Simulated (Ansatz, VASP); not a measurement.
Zn3S4: VASP beside Ansatz

```
Zn S
1.0
     2.62284   -3.74299    0.00000
     2.62284    3.74299    0.00000
     0.00000    0.00000    8.37924
Zn S
3 4
Direct
  0.00000 0.00000 0.34578
  0.00000 0.00000 0.65422
  0.50000 0.50000 0.50000
  0.27947 0.72053 0.26395
  0.72053 0.27947 0.26395
  0.27947 0.72053 0.73605
  0.72053 0.27947 0.73605
```

Alike in both runs: functional PBE; k mesh 4 × 4 × 2; occupations gaussian, width 0.1 eV; no spin polarisation.

Ansatz relaxed the structure, and its values are those at the end. VASP's run is a single point on that final structure, the one shown.

|  | VASP | Ansatz |
| --- | --- | --- |
| version | VASP 6.6.1 | Ansatz 0.2.0 |
| potentials or method | VASP PAW PBE potentials, release 64 (Zn, S), cutoff 520 eV | scalar-relativistic, plane waves, PAW |
| valence electrons in the cell | 60 | 60 |

|  | VASP | Ansatz | Ansatz less VASP |
| --- | --- | --- | --- |
| gap on the k mesh at the Fermi level (eV) | none | none | - |
| pressure (GPa) | 0.1 | 0.1 | -0.08 |
| rms of the force components (eV/Å) | 0.010 | 0.007 | -0.0034 |

A gap of «none» marks a metal or a gap that the smearing closes.

The k mesh is coarse, so the values compare programs but aren't converged.
